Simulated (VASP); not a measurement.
Write the native input for VASP 6.6.1 that does the following.

| Property | Result |
| --- | --- |
| Task | single point |
| Functional | r2SCAN |
| Potentials or basis | VASP PAW PBE potentials, release 64 (Cs_sv, Cl) |
| Cutoff | 520 eV |
| k mesh | 6 × 6 × 2 |
| Occupations | gaussian, width 0.1 eV |
| Spin | no spin polarisation |
| Dipole correction | no |
| Further INCAR settings | ALGO = Normal; EDIFF = 1e-06; NBANDS = 28 |

Cs3Cl2:

```
Cs Cl
1.0
     5.14953    0.00000    0.00000
    -2.57477    4.45963    0.00000
     0.00000    0.00000    8.01184
Cs Cl
3 2
Cartesian
  0.0000 0.0000 0.0000
  0.0000 2.9731 5.1676
  2.5748 1.4865 2.8442
  0.0000 2.9731 1.9629
  2.5748 1.4865 6.0489
```

These files were run (other wordings do the same):

POSCAR

```
Cs3Cl2
1.0
    5.1495329254      0.0000000000      0.0000000000
   -2.5747664627      4.4596263310      0.0000000000
    0.0000000000      0.0000000000      8.0118367595
Cs Cl
3 2
Direct
    0.0000000000      0.0000000000      0.0000000000
    0.3333333333      0.6666666667      0.6450000000
    0.6666666667      0.3333333333      0.3550000000
    0.3333333333      0.6666666667      0.2450000000
    0.6666666667      0.3333333333      0.7550000000
```

INCAR.step1

```
SYSTEM = Cs3Cl2
ALGO = Normal
EDIFF = 1E-4
ENCUT = 520
GGA = PE
ISMEAR = 0
LASPH = .True.
LCHARG = .False.
LREAL = .False.
LWAVE = .True.
NBANDS = 28
NELM = 60
PREC = Accurate
SIGMA = 0.1
```

INCAR.step2

```
SYSTEM = Cs3Cl2
ALGO = Normal
EDIFF = 1E-6
ENCUT = 520
ISIF = 2
ISMEAR = 0
ISTART = 1
LASPH = .True.
LCHARG = .False.
LMIXTAU = .True.
LREAL = .False.
LWAVE = .False.
METAGGA = R2SCAN
NBANDS = 28
NELM = 60
PREC = Accurate
SIGMA = 0.1
```

KPOINTS

```
k-points
0
Gamma
  6 6 2
  0 0 0
```

Potentials or basis: VASP PAW PBE potentials, release 64 (Cs_sv, Cl).

Launch:

```console
$ cat potpaw_PBE.64/Cs_sv/POTCAR potpaw_PBE.64/Cl/POTCAR > POTCAR
$ cp INCAR.step1 INCAR
$ mpirun -np 1 vasp_std > vasp.out
$ cp INCAR.step2 INCAR
$ mpirun -np 1 vasp_std > vasp.out
```

Results of the run:

The pressure is 5.6 GPa, the largest force is 1.179 eV/Å and the band gap on the k mesh is zero (an odd number of electrons rules out a gap without spin polarisation).

Caveat: the k points lie up to 0.39 Å⁻¹ apart, too coarse for converged energies and pressures of a metal; the PAW data sets were made with another functional, which shifts forces and pressure a little; spin-orbit coupling is left out, which moves the levels of the heavy elements.

Wall time 9.6 min on 1 thread of Oxide Virtual Turin-like Processor, with other jobs on the host, peak memory 0.32 GiB.
